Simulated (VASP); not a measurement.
# TaN (Fm-3m) in VASP: further runs

The runs below take TaN through single point, relaxation of cell and atoms, with PBE.

Everything below comes from runs of VASP 6.6.1. Logs are shortened: lines on timing, memory, paths and dates and some standing lists are left out, and cuts for length are marked.

## 1. The cell of the first run

It takes space group Fm-3m (No. 225, cubic). Conventional cell: a = 4.422 Å, b = 4.422 Å, c = 4.422 Å, α = 90.00°, β = 90.00°, γ = 90.00°. Within 2.9 Å of Ta (site symmetry m-3m) lie 6 N at 2.21 Å. Within 2.9 Å of N (site symmetry m-3m) lie 6 Ta at 2.21 Å.

## 2. Single point, PBE

Contents of INCAR:

```
PREC = Accurate
ENCUT = 520
EDIFF = 1E-6
ISMEAR = 0
SIGMA = 0.1
LREAL = False
LASPH = True
NELM = 60
ALGO = Normal
ISIF = 2
LWAVE = False
LCHARG = True
GGA = PE
LELF = True
LVHAR = True
NBANDS = 15
```

Contents of KPOINTS:

```
regular mesh
0
Gamma
  4 4 4
```

Contents of POSCAR:

```
TaN
1.0
    0.0000000000      2.2110429533      2.2110429533
    2.2110429533      0.0000000000      2.2110429533
    2.2110429533      2.2110429533      0.0000000000
Ta N
1 1
Direct
    0.0000000000      0.0000000000      0.0000000000
    0.5000000000      0.5000000000      0.5000000000
```

Potentials or basis: VASP PAW PBE potentials, release 64 (Ta_pv, N).

Command:

```
$ cat potpaw_PBE.64/Ta_pv/POTCAR potpaw_PBE.64/N/POTCAR > POTCAR
$ mpirun -np 1 vasp_std > vasp.out
```

OUTCAR:

```text
PREC = Accurate
   ENCUT = 520
   EDIFF = 1E-6
   ISMEAR = 0
   LREAL = False
   LASPH = True
   NELM = 60
   ISIF = 2
   GGA = PE

 ion  position               nearest neighbor table
   1  0.000  0.000  0.000-   2 2.21   2 2.21   2 2.21   2 2.21   2 2.21   2 2.21
   2  0.500  0.500  0.500-   1 2.21   1 2.21   1 2.21   1 2.21   1 2.21   1 2.21

  LATTYP: Found a face centered cubic cell.
 ALAT       =     4.4220859066

  Lattice vectors:

 A1 = (   0.0000000000,   2.2110429533,   2.2110429533)
 A2 = (   2.2110429533,   0.0000000000,   2.2110429533)
 A3 = (   2.2110429533,   2.2110429533,   0.0000000000)

Analysis of symmetry for initial positions (statically):
=====================================================================
 Subroutine PRICEL returns:
 Original cell was already a primitive cell.

 Routine SETGRP: Setting up the symmetry group for a
 face centered cubic supercell.

 Subroutine GETGRP returns: Found 48 space group operations
 (whereof 48 operations were pure point group operations)
 out of a pool of 48 trial point group operations.

The static configuration has the point symmetry O_h .

Analysis of symmetry for dynamics (positions and initial velocities):
=====================================================================
 Subroutine PRICEL returns:
 Original cell was already a primitive cell.

 Routine SETGRP: Setting up the symmetry group for a
 face centered cubic supercell.

 Subroutine GETGRP returns: Found 48 space group operations
 (whereof 48 operations were pure point group operations)
 out of a pool of 48 trial point group operations.

The dynamic configuration has the point symmetry O_h .

 Subroutine INISYM returns: Found 48 space group operations
 (whereof 48 operations are pure point group operations),
 and found     1 'primitive' translations

----------------------------------------------------------------------------------------

                                     Primitive cell

  volume of cell :      21.6183

  direct lattice vectors                    reciprocal lattice vectors
     0.000000000  2.211042953  2.211042953    -0.226137624  0.226137624  0.226137624
     2.211042953  0.000000000  2.211042953     0.226137624 -0.226137624  0.226137624
     2.211042953  2.211042953  0.000000000     0.226137624  0.226137624 -0.226137624

  length of vectors
     3.126886932  3.126886932  3.126886932     0.391681854  0.391681854  0.391681854

  position of ions in fractional coordinates (direct lattice)
     0.000000000  0.000000000  0.000000000
     0.500000000  0.500000000  0.500000000

  ion indices of the primitive-cell ions
   primitive index   ion index
                 1           1
                 2           2

----------------------------------------------------------------------------------------

 KPOINTS: regular mesh

Automatic generation of k-mesh.
 Grid dimensions read from file:
 generate k-points for:    4    4    4

 Generating k-lattice:

  Cartesian coordinates                     Fractional coordinates (reciprocal lattice)
    -0.056534406  0.056534406  0.056534406     0.250000000  0.000000000  0.000000000
     0.056534406 -0.056534406  0.056534406     0.000000000  0.250000000  0.000000000
     0.056534406  0.056534406 -0.056534406     0.000000000  0.000000000  0.250000000

  Length of vectors
     0.097920464  0.097920464  0.097920464

  Shift w.r.t. Gamma in fractional coordinates (k-lattice)
     0.000000000  0.000000000  0.000000000

 Subroutine IBZKPT returns following result:
 ===========================================

 Found      8 irreducible k-points:

 Following reciprocal coordinates:
            Coordinates               Weight
  0.000000  0.000000  0.000000      1.000000
  0.250000  0.000000  0.000000      8.000000
  0.500000  0.000000  0.000000      4.000000
  0.250000  0.250000  0.000000      6.000000
  0.500000  0.250000  0.000000     24.000000
 -0.250000  0.250000  0.000000     12.000000
  0.500000  0.500000  0.000000      3.000000
 -0.250000  0.500000  0.250000      6.000000
   k-points           NKPTS =      8   k-points in BZ     NKDIM =      8   number of bands    NBANDS=     15
   number of dos      NEDOS =    301   number of ions     NIONS =      2
   total plane-waves  NPLWV =  13824
   dimension x,y,z NGX =    24 NGY =   24 NGZ =   24
   dimension x,y,z NGXF=    48 NGYF=   48 NGZF=   48
   ions per type =               1   1
   NGX,Y,Z   is equivalent  to a cutoff of  12.76, 12.76, 12.76 a.u.
   NGXF,Y,Z  is equivalent  to a cutoff of  25.52, 25.52, 25.52 a.u.
 SYSTEM =  unknown system
   PREC   = accura    normal or accurate (medium, high low for compatibility)
   ISTART =      0    job   : 0-new  1-cont  2-samecut
   ICHARG =      2    charge: 1-file 2-atom 10-const
   ISPIN  =      1    spin polarized calculation?
   LNONCOLLINEAR =      F non collinear calculations
   LSORBIT =      F    spin-orbit coupling
   LASPH  =      T    aspherical Exc in radial PAW
   ENCUT  =  520.0 eV  38.22 Ry    6.18 a.u.   5.81  5.81  5.81*2*pi/ulx,y,z
   NELM   =     60;   NELMIN=  2; NELMDL= -5     # of ELM steps
   EDIFF  = 0.1E-05   stopping-criterion for ELM
   LREAL  =      F    real-space projection
   EDIFFG = 0.1E-04   stopping-criterion for IOM
   NSW    =      0    number of steps for IOM
   IBRION =     -1    ionic relax: 0-MD 1-quasi-New 2-CG
   NFREE  =      0    steps in history (QN), initial steepest desc. (CG)
   ISIF   =      2    stress and relaxation
   ISYM   =      2    0-nonsym 1-usesym 2-fastsym
   POTIM  = 0.5000    time-step for ionic-motion
   TEBEG  =    0.0;   TEEND  =   0.0 temperature during run
   PSTRESS=    0.0 pullay stress
   NELECT =      16.0000    total number of electrons
   NUPDOWN=      -1.0000    fix difference up-down
   EMIN   =  10.00;   EMAX   =-10.00  energy-range for DOS
   EFERMI =   0.00;   METHOD = LEGACY
   ISMEAR =     0;   SIGMA  =   0.10  broadening in eV -4-tet -1-fermi 0-gaus
   EFERMI_NEDOS =   21; number of points for ismear=-14 and -15
   IALGO  =     38    algorithm
   IMIX   =      4    mixing-type and parameters
     AMIX     =   0.40;   BMIX     =  1.00
     AMIX_MAG =   1.60;   BMIX_MAG =  1.00
  volume/ion in A,a.u.               =      10.81        72.94
  Fermi-wavevector in a.u.,A,eV,Ry     =   1.480838  2.798379 29.835973  2.192882
  Thomas-Fermi vector in A             =   2.594823
   LORBIT       =      0    0 simple, 1 ext, 2 COOP (PROOUT), +10 PAW based schemes
   GGA     = PE    functional components
   LHFCALC =     F    Hartree Fock is set to
   AEXX    =    0.0000 exact exchange contribution
   IVDW    =     0    specifies the selected vdW correction
   LEPSILON=     F    determine dielectric tensor
   LRPA    =     F    only Hartree local field effects (RPA)
 non-spin polarized calculation
 Gauss-broadening in eV      SIGMA  =   0.10
  energy-cutoff  :      520.00
  volume of cell :       21.62
 maximum number of plane-waves:       604
   NGX = 11   NGY = 11   NGZ = 11

 number of electron      16.0000003 magnetization

 Free energy of the ion-electron system (eV)
  ---------------------------------------------------
  ext. energy  EPLUGINS =         0.00000000
  ---------------------------------------------------
  free energy    TOTEN  =       -21.78711904 eV

  energy without entropy =      -21.77517550  energy(sigma->0) =      -21.78114727

 E-fermi :   9.1442     XC(G=0): -13.3473

 val. band max:        9.0040554659   @ k =   0.2500   0.0000   0.0000
 cond. band min:       9.1686457938   @ k =  -0.2500   0.5000   0.2500
 fundamental gap:      0.1645903279
 Fermi energy:         9.1442333965

 k-point     1 :       0.0000    0.0000    0.0000
  band No.  band energies     occupation
      1     -26.3827      2.00000
      2     -26.3827      2.00000
      3     -26.3827      2.00000
      4      -9.4341      2.00000
      5       5.4882      2.00000
      6       5.4882      2.00000
      7       5.4882      2.00000
      8       7.3273      2.00000
      9       7.3273      2.00000
     10       7.3273      2.00000
     11       9.4497      0.00002
     12       9.4497      0.00002
     13      10.7018      0.00000
     14      18.7721      0.00000
     15      21.7718      0.00000

 k-point     2 :       0.2500    0.0000    0.0000
  band No.  band energies     occupation
      1     -26.8005      2.00000
      2     -26.4223      2.00000
      3     -26.4223      2.00000
      4      -8.1567      2.00000
      5       1.7336      2.00000
      6       3.1101      2.00000
      7       3.1101      2.00000
      8       8.6001      2.00000
      9       9.0041      1.95257
     10       9.0041      1.95257
     11      13.1770      0.00000
     12      13.1770      0.00000
     13      13.5462      0.00000
     14      21.6308      0.00000
     15      21.7936      0.00000

 k-point     3 :       0.5000    0.0000    0.0000
  band No.  band energies     occupation
      1     -27.1873      2.00000
      2     -26.4614      2.00000
      3     -26.4614      2.00000
      4      -6.5294      2.00000
      5      -0.9089      2.00000
      6       1.8547      2.00000
      7       1.8547      2.00000
      8      11.2432      0.00000
      9      11.2432      0.00000
     10      11.2919      0.00000
     11      13.1288      0.00000
     12      16.7032      0.00000
     13      16.7032      0.00000
     14      20.7048      0.00000
     15      21.4572      0.00000

 k-point     4 :       0.2500    0.2500    0.0000
  band No.  band energies     occupation
      1     -26.7583      2.00000
      2     -26.5176      2.00000
      3     -26.5176      2.00000
      4      -8.2054      2.00000
      5       1.3047      2.00000
      6       4.4483      2.00000
      7       4.4483      2.00000
      8       5.3699      2.00000
      9      10.3573      0.00000
     10      10.9700      0.00000
     11      10.9700      0.00000
     12      11.6189      0.00000
     13      16.7132      0.00000
     14      21.7659      0.00000
     15      23.6144      0.00000

 k-point     5 :       0.5000    0.2500    0.0000
  band No.  band energies     occupation
      1     -27.0229      2.00000
      2     -26.6705      2.00000
      3     -26.5571      2.00000
      4      -7.4298      2.00000
      5       0.9521      2.00000
      6       2.4287      2.00000
      7       3.0396      2.00000
      8       7.3493      2.00000
      9      11.8428      0.00000
     10      11.9369      0.00000
     11      14.0284      0.00000
     12      14.3909      0.00000
     13      17.4438      0.00000
     14      18.8933      0.00000
     15      21.7802      0.00000

 k-point     6 :      -0.2500    0.2500    0.0000
  band No.  band energies     occupation
      1     -26.9571      2.00000
      2     -26.6913      2.00000
      3     -26.4626      2.00000
      4      -7.2324      2.00000
      5       0.3197      2.00000
      6       2.1987      2.00000
      7       2.7591      2.00000
      8       9.8018      0.00000
      9       9.9598      0.00000
     10      11.0412      0.00000
     11      12.2198      0.00000
     12      16.5241      0.00000
     13      16.6823      0.00000
     14      20.4371      0.00000
     15      21.7864      0.00000

 k-point     7 :       0.5000    0.5000    0.0000
  band No.  band energies     occupation
      1     -27.0662      2.00000
      2     -26.6509      2.00000
      3     -26.6509      2.00000
      4      -8.1971      2.00000
      5       2.6983      2.00000
      6       4.0283      2.00000
      7       4.6785      2.00000
      8       4.6785      2.00000
      9      11.4591      0.00000
     10      12.8588      0.00000
     11      12.8588      0.00000
     12      13.7201      0.00000
     13      16.0001      0.00000
     14      18.1301      0.00000
     15      21.7781      0.00000

 k-point     8 :      -0.2500    0.5000    0.2500
  band No.  band energies     occupation
      1     -26.8615      2.00000
      2     -26.8615      2.00000
      3     -26.6747      2.00000
      4      -7.5624      2.00000
      5       1.9505      2.00000
      6       2.6005      2.00000
      7       2.6005      2.00000
      8       9.1686      0.72991
      9       9.1686      0.72990
     10      12.8711      0.00000
     11      13.2977      0.00000
     12      13.7945      0.00000
     13      19.0211      0.00000
     14      21.1379      0.00000
     15      21.1379      0.00000

------------------------ aborting loop because EDIFF is reached ----------------------------------------

  FORCE on cell =-STRESS in cart. coord.  units (eV):
  Direction    XX          YY          ZZ          XY          YZ          ZX
  --------------------------------------------------------------------------------------
  -------------------------------------------------------------------------------------
  Total        0.0981103      0.0981103      0.0981103      0.0000000     -0.0000000     -0.0000000
  in kB        7.2711589      7.2711589      7.2711589      0.0000000     -0.0000000     -0.0000000
  external PRESSURE =       7.2711589 kB  Pullay stress =       0.0000000 kB

 VOLUME and BASIS-vectors are now :
 -----------------------------------------------------------------------------
  energy-cutoff  :      520.00
  volume of cell :       21.62
      direct lattice vectors                 reciprocal lattice vectors
     0.000000000  2.211042953  2.211042953    -0.226137624  0.226137624  0.226137624
     2.211042953  0.000000000  2.211042953     0.226137624 -0.226137624  0.226137624
     2.211042953  2.211042953  0.000000000     0.226137624  0.226137624 -0.226137624

 POSITION                                       TOTAL-FORCE (eV/Angst)
 -----------------------------------------------------------------------------------
      0.00000      0.00000      0.00000         0.000000      0.000000      0.000000
      2.21104      2.21104      2.21104        -0.000000      0.000000     -0.000000
 -----------------------------------------------------------------------------------
    total drift:                                0.000000     -0.000000     -0.000000

  FREE ENERGIE OF THE ION-ELECTRON SYSTEM (eV)
  ---------------------------------------------------
  free  energy   TOTEN  =       -21.7871190357 eV

  energy  without entropy=      -21.7751755029  energy(sigma->0) =      -21.78114727
```

It took 6.6 s on 1 thread of Intel Xeon Platinum 8259CL at 2.50GHz (Skylake/Cascade Lake), shared host; peak memory 0.14 GiB.

Results:

```
Free energy            : -21.7871 eV
Pressure               : 0.7 GPa
Band gap on the k mesh : zero (band 8 reaches 11.24 eV, above the bottom of band 9 at 7.33 eV)
```

Caveat: the k points lie up to 0.62 Å⁻¹ apart; spin-orbit coupling is left out, which moves the levels of the heavy elements.

## 3. Relaxation of cell and atoms, PBE

This run uses another cell than the first one, of 10.65 Å³/atom, 0.985 times its volume.

Contents of INCAR:

```
SYSTEM = TaN
ALGO = Normal ; EDIFF = 1E-7
EDIFFG = -0.005 ; ENCUT = 600
GGA = PE ; IBRION = 2
ISIF = 3 ; ISMEAR = 0
LASPH = .True. ; LCHARG = .False.
LREAL = .False. ; LWAVE = .False.
NELM = 60 ; NSW = 80
PREC = Accurate ; SIGMA = 0.1
```

Contents of KPOINTS:

```
k-points
0
Gamma
  4 4 4
  0 0 0
```

Contents of POSCAR:

```
TaN
1.0
    0.0000000000      2.2000000000      2.2000000000
    2.2000000000      0.0000000000      2.2000000000
    2.2000000000      2.2000000000      0.0000000000
Ta N
1 1
Direct
    0.0000000000      0.0000000000      0.0000000000
    0.5000000000      0.5000000000      0.5000000000
```

Potentials or basis: VASP PAW PBE potentials, release 64 (Ta_pv, N).

Command:

```
$ cat potpaw_PBE.64/Ta_pv/POTCAR potpaw_PBE.64/N/POTCAR > POTCAR
$ mpirun -np 1 vasp_std > vasp.out
```

It took 22 s on 1 thread of Intel Xeon Platinum 8259CL at 2.50GHz (Skylake/Cascade Lake), shared host; peak memory 0.16 GiB.

The run converged. Its results:

* Free energy: -21.7890 eV
* Relaxed volume: 10.83 Å³/atom
* Relaxed cell: a = 3.129 Å, b = 3.129 Å, c = 3.129 Å, α = 60.00°, β = 60.00°, γ = 60.00°
* Space group after relaxing (to 0.05 Å): Fm-3m (No. 225)
* Energy gained by relaxing: 3.2 meV/atom
* Ionic steps: 3
* Pressure after relaxing: -0.1 GPa
* Band gap on the k mesh: zero (band 8 reaches 11.21 eV, above the bottom of band 9 at 7.31 eV)

Step by step:
```csv
step,energy change (eV),largest force (eV/Å),pressure (GPa),volume (Å³)
1,0.0000,0.0000,5.78,21.30
2,0.0247,0.0000,-11.46,22.50
3,-0.0065,0.0000,-0.06,21.67
```

Final structure:
```
CELL_PARAMETERS angstrom
0.00000 2.21265 2.21265
2.21265 0.00000 2.21265
2.21265 2.21265 0.00000
ATOMIC_POSITIONS crystal
Ta 0.00000 0.00000 0.00000
N 0.50000 0.50000 0.50000
```

Levels at points of the mesh, in eV from the Fermi level:
| k point | band 4 | band 5 | band 6 | band 7 | band 8 | band 9 | band 10 | band 11 | band 12 |
| --- | --- | --- | --- | --- | --- | --- | --- | --- | --- |
| (0.00, 0.00, 0.00) | -18.56 | -3.65 | -3.65 | -3.65 | -1.81 | -1.81 | -1.81 | 0.30 | 0.30 |
| (0.50, 0.00, 0.00) | -15.67 | -10.04 | -7.28 | -7.28 | 2.09 | 2.09 | 2.14 | 3.98 | 7.54 |
| (0.50, 0.50, 0.00) | -17.33 | -6.44 | -5.10 | -4.46 | -4.46 | 2.31 | 3.70 | 3.70 | 4.55 |

Caveat: the k points lie up to 0.61 Å⁻¹ apart in the final cell; spin-orbit coupling is left out, which moves the levels of the heavy elements.
